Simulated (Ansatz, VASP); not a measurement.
## Two plane-wave programs on BP

```
B P
1.0
     0.00000    2.26007    2.26007
     2.26007    0.00000    2.26007
     2.26007    2.26007    0.00000
B P
1 1
Cartesian
  0.0000 0.0000 0.0000
  1.1300 1.1300 1.1300
```

Alike in both runs: functional PBEsol; k mesh 15 × 15 × 15; occupations fermi-dirac, width 0.05 eV; no spin polarisation.

Ansatz relaxed the structure, and its values are those at the end. VASP's run is a single point on that final structure, the one shown.

```csv
,VASP,Ansatz
version,VASP 6.6.1,Ansatz 0.2.0
potentials or method,"VASP PAW PBE potentials, release 64 (B, P)","PAW with Ansatz's default frozen-core files, scalar-relativistic"
plane-wave cutoff (eV),520,420
valence electrons in the cell,8,8
```

|  | VASP | Ansatz | Ansatz less VASP |
| --- | --- | --- | --- |
| pressure (GPa) | 0.1 | 0.0 | -0.10 |

VASP's potentials were made for PBE, not for PBEsol. The functional is the same, so the differences come from potentials, cutoffs and numerics.
